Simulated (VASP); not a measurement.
# Tl (Im-3m) in VASP: further runs

Tl is run at these levels: PBE+D3(BJ); tasks: single point.

Everything below comes from runs of VASP 6.6.1. Logs are shortened: lines on timing, memory, paths and dates and some standing lists are left out, and cuts for length are marked.

### 1 The cell of the first run

The structure is cubic, space group Im-3m (No. 229). Conventional cell: a = 3.882 Å, b = 3.882 Å, c = 3.882 Å, α = 90.00°, β = 90.00°, γ = 90.00°. Within 4.4 Å of Tl (site symmetry m-3m) lie 14 Tl at 3.36 to 3.88 Å.

This isn't the form of Tl at room conditions, which is hcp.

### 2 Single point, PBE+D3(BJ)

Contents of INCAR:

```
ALGO = Fast ; EDIFF = 1E-6
ENCUT = 520 ; GGA = PE
ISIF = 2 ; ISMEAR = 0
IVDW = 12 ; LASPH = T
LCHARG = F ; LREAL = F
LWAVE = F ; NBANDS = 12
NELM = 100 ; PREC = Accurate
SIGMA = 0.15
```

Contents of KPOINTS:

```
k-points
0
Gamma
  18 18 18
```

Contents of POSCAR:

```
Tl
1.0
   -1.9410000000      1.9410000000      1.9410000000
    1.9410000000     -1.9410000000      1.9410000000
    1.9410000000      1.9410000000     -1.9410000000
Tl
1
Direct
    0.0000000000      0.0000000000      0.0000000000
```

Potentials or basis: VASP PAW PBE potentials, release 64 (Tl_d).

Started as:

```
$ cat potpaw_PBE.64/Tl_d/POTCAR > POTCAR
$ mpirun -np 1 vasp_std > vasp.out
```

OUTCAR:

```text
EDIFF = 1E-6
   ENCUT = 520
   GGA = PE
   ISIF = 2
   ISMEAR = 0
   IVDW = 12
   LASPH = T
   LREAL = F
   NELM = 100
   PREC = Accurate
 IVDW          = 12

 ion  position               nearest neighbor table
   1  0.000  0.000  0.000-

  LATTYP: Found a body centered cubic cell.
 ALAT       =     3.8820000000

  Lattice vectors:

 A1 = (  -1.9410000000,   1.9410000000,   1.9410000000)
 A2 = (   1.9410000000,  -1.9410000000,   1.9410000000)
 A3 = (   1.9410000000,   1.9410000000,  -1.9410000000)

Analysis of symmetry for initial positions (statically):
=====================================================================
 Subroutine PRICEL returns:
 Original cell was already a primitive cell.

 Routine SETGRP: Setting up the symmetry group for a
 body centered cubic supercell.

 Subroutine GETGRP returns: Found 48 space group operations
 (whereof 48 operations were pure point group operations)
 out of a pool of 48 trial point group operations.

The static configuration has the point symmetry O_h .

Analysis of symmetry for dynamics (positions and initial velocities):
=====================================================================
 Subroutine PRICEL returns:
 Original cell was already a primitive cell.

 Routine SETGRP: Setting up the symmetry group for a
 body centered cubic supercell.

 Subroutine GETGRP returns: Found 48 space group operations
 (whereof 48 operations were pure point group operations)
 out of a pool of 48 trial point group operations.

The dynamic configuration has the point symmetry O_h .

 Subroutine INISYM returns: Found 48 space group operations
 (whereof 48 operations are pure point group operations),
 and found     1 'primitive' translations

----------------------------------------------------------------------------------------

                                     Primitive cell

  volume of cell :      29.2507

  direct lattice vectors                    reciprocal lattice vectors
    -1.941000000  1.941000000  1.941000000     0.000000000  0.257599176  0.257599176
     1.941000000 -1.941000000  1.941000000     0.257599176  0.000000000  0.257599176
     1.941000000  1.941000000 -1.941000000     0.257599176  0.257599176  0.000000000

  length of vectors
     3.361910617  3.361910617  3.361910617     0.364300248  0.364300248  0.364300248

  position of ions in fractional coordinates (direct lattice)
     0.000000000  0.000000000  0.000000000

  ion indices of the primitive-cell ions
   primitive index   ion index
                 1           1

----------------------------------------------------------------------------------------

[... 82 lines left out ...]
   EMIN   =  10.00;   EMAX   =-10.00  energy-range for DOS
   EFERMI =   0.00;   METHOD = LEGACY
   ISMEAR =     0;   SIGMA  =   0.15  broadening in eV -4-tet -1-fermi 0-gaus
   EFERMI_NEDOS =   21; number of points for ismear=-14 and -15
   IALGO  =     68    algorithm
   IMIX   =      4    mixing-type and parameters
     AMIX     =   0.40;   BMIX     =  1.00
     AMIX_MAG =   1.60;   BMIX_MAG =  1.00
  volume/ion in A,a.u.               =      29.25       197.39
  Fermi-wavevector in a.u.,A,eV,Ry     =   1.249330  2.360891 21.236311  1.560825
  Thomas-Fermi vector in A             =   2.383375
   LORBIT       =      0    0 simple, 1 ext, 2 COOP (PROOUT), +10 PAW based schemes
   GGA     = PE    functional components
   LHFCALC =     F    Hartree Fock is set to
   AEXX    =    0.0000 exact exchange contribution
   IVDW    =    12    specifies the selected vdW correction
   LEPSILON=     F    determine dielectric tensor
   LRPA    =     F    only Hartree local field effects (RPA)
 non-spin polarized calculation
 RMM-DIIS sequential band-by-band and
 Gauss-broadening in eV      SIGMA  =   0.15
  energy-cutoff  :      520.00
  volume of cell :       29.25
 maximum number of plane-waves:       802
 NGX is ok and might be reduce to    28
   NGX = 13   NGY = 13   NGZ = 13

 number of electron      13.0000002 magnetization

 Free energy of the ion-electron system (eV)
  ---------------------------------------------------
  ext. energy  EPLUGINS =         0.00000000
  ---------------------------------------------------
  free energy    TOTEN  =        -2.21074124 eV

  energy without entropy =       -2.20672045  energy(sigma->0) =       -2.20873085

 E-fermi :   6.3641     XC(G=0): -10.0803

 val. band max:        6.3358851133   @ k =  -0.3889   0.4444   0.2222
 cond. band min:       6.4391344840   @ k =   0.3333   0.0556   0.0000
 fundamental gap:      0.1032493707
 Fermi energy:         6.3640785511

 k-point     1 :       0.0000    0.0000    0.0000
  band No.  band energies     occupation
      1      -5.3066      2.00000
      2      -5.3066      2.00000
      3      -5.3066      2.00000
      4      -4.8981      2.00000
      5      -4.8981      2.00000
      6      -3.5496      2.00000
      7      16.9424      0.00000
      8      16.9424      0.00000
      9      16.9424      0.00000
     10      18.6321      0.00000
     11      18.6321      0.00000
     12      18.6321      0.00000
[... 331 lines left out ...]
 k-point    24 :       0.3889    0.1111    0.0000
  band No.  band energies     occupation
      1      -5.4549      2.00000
      2      -5.3840      2.00000
      3      -4.9347      2.00000
      4      -4.9153      2.00000
      5      -4.6935      2.00000
      6       0.9473      2.00000
      7       4.5753      2.00000
      8      10.7253      0.00000
      9      13.0234      0.00000
     10      17.1944      0.00000
     11      19.1188      0.00000
     12      21.3136      0.00000

 [... further k-points ...]

------------------------ aborting loop because EDIFF is reached ----------------------------------------

 Edisp (eV)   -0.33429

 E8    (eV) :    -0.1746

  FORCE on cell =-STRESS in cart. coord.  units (eV):
  Direction    XX          YY          ZZ          XY          YZ          ZX
  --------------------------------------------------------------------------------------
  -------------------------------------------------------------------------------------
  Total       0.05089     0.05089     0.05089    -0.00000    -0.00000    -0.00000
  in kB       2.78717     2.78717     2.78717    -0.00000    -0.00000    -0.00000
  external pressure =        2.79 kB  Pullay stress =        0.00 kB

 VOLUME and BASIS-vectors are now :
 -----------------------------------------------------------------------------
  energy-cutoff  :      520.00
  volume of cell :       29.25
      direct lattice vectors                 reciprocal lattice vectors
    -1.941000000  1.941000000  1.941000000     0.000000000  0.257599176  0.257599176
     1.941000000 -1.941000000  1.941000000     0.257599176  0.000000000  0.257599176
     1.941000000  1.941000000 -1.941000000     0.257599176  0.257599176  0.000000000

 POSITION                                       TOTAL-FORCE (eV/Angst)
 -----------------------------------------------------------------------------------
      0.00000      0.00000      0.00000         0.000000     -0.000000      0.000000
 -----------------------------------------------------------------------------------
    total drift:                                0.000000     -0.000000      0.000000

  FREE ENERGIE OF THE ION-ELECTRON SYSTEM (eV)
  ---------------------------------------------------
  free  energy   TOTEN  =        -2.5450337242 eV

  energy  without entropy=       -2.5410129401  energy(sigma->0) =       -2.54302333
```

OSZICAR:

```text
N       E                     dE             d eps       ncg     rms          rms(c)
DAV:   1     0.499219856220E+02    0.49922E+02   -0.67082E+03  5040   0.939E+02
DAV:   2    -0.163789045869E+01   -0.51560E+02   -0.50649E+02  5352   0.211E+02
DAV:   3    -0.223385115641E+01   -0.59596E+00   -0.59526E+00  5560   0.203E+01
DAV:   4    -0.223658738996E+01   -0.27362E-02   -0.27361E-02  5212   0.160E+00
DAV:   5    -0.223662077378E+01   -0.33384E-04   -0.33384E-04  5528   0.170E-01    0.205E+00
RMM:   6    -0.221468809621E+01    0.21933E-01   -0.28127E-02  4696   0.137E+00    0.142E+00
RMM:   7    -0.221097218312E+01    0.37159E-02   -0.13532E-02  4802   0.103E+00    0.597E-01
RMM:   8    -0.221075102176E+01    0.22116E-03   -0.93796E-04  4957   0.252E-01    0.657E-02
RMM:   9    -0.221074176758E+01    0.92542E-05   -0.10028E-04  5292   0.935E-02    0.336E-02
RMM:  10    -0.221074109649E+01    0.67109E-06   -0.16422E-05  5139   0.399E-02    0.905E-04
RMM:  11    -0.221074123781E+01   -0.14132E-06   -0.25066E-06  3956   0.153E-02
   1 F= -.25450337E+01 E0= -.25430233E+01  d E =-.402078E-02
```

stdout:

```text
POSCAR found type information on POSCAR Tl
 POSCAR found :  1 types and       1 ions
 scaLAPACK will be used
 LDA part: xc-table for (Slater+PW92), standard interpolation
 POSCAR, INCAR and KPOINTS ok, starting setup
 FFT: planning ... GRIDC
 FFT: planning ... GRID_SOFT
 FFT: planning ... GRID
 WAVECAR not read
 entering main loop
```

Run time: 64 s. Hardware: 1 thread of AMD EPYC 7R43 (Zen 3), shared host; peak memory 0.18 GiB.

Results:

- Free energy: -2.5450 eV
- Pressure: 0.3 GPa
- Band gap on the k mesh: zero (an odd number of electrons rules out a gap without spin polarisation)
- Dispersion energy per atom: -0.334 eV

Caveat: spin-orbit coupling is left out, which moves the levels of the heavy elements.

### 3 Single point, PBE+D3(BJ)

Contents of INCAR:

```
SYSTEM = Tl
ALGO = Fast ; EDIFF = 1E-7
ENCUT = 520 ; GGA = PE
ISIF = 2 ; ISMEAR = 0
IVDW = 12 ; LASPH = .True.
LCHARG = .False. ; LREAL = .False.
LWAVE = .False. ; NBANDS = 12
NELM = 60 ; PREC = Accurate
SIGMA = 0.15
```

Contents of KPOINTS:

```
k-points
0
Gamma
  20 20 20
  0 0 0
```

POSCAR is that of step 2.

Potentials or basis: VASP PAW PBE potentials, release 64 (Tl_d).

Started as:

```
$ cat potpaw_PBE.64/Tl_d/POTCAR > POTCAR
$ mpirun -np 1 vasp_std > vasp.out
```

It took 99 s on 1 thread of AMD EPYC 7R43 (Zen 3), shared host; peak memory 0.19 GiB.

The run converged. Its results:

| Item | Value |
| --- | --- |
| Free energy | -2.5437 eV |
| Pressure | 0.3 GPa |
| Band gap on the k mesh | zero (an odd number of electrons rules out a gap without spin polarisation) |
| Dispersion energy per atom | -0.334 eV |

Levels at points of the mesh, in eV from the Fermi level:
| k point | band 4 | band 5 | band 6 | band 7 | band 8 | band 9 |
| --- | --- | --- | --- | --- | --- | --- |
| (0.00, 0.00, 0.00) | -11.24 | -11.24 | -9.90 | 10.60 | 10.60 | 10.60 |
| (0.50, 0.00, 0.00) | -11.24 | -10.97 | -5.03 | -2.65 | 5.74 | 7.09 |
| (0.50, 0.50, 0.50) | -11.04 | -11.04 | -1.71 | 1.44 | 1.44 | 1.44 |

Caveat: spin-orbit coupling is left out, which moves the levels of the heavy elements.
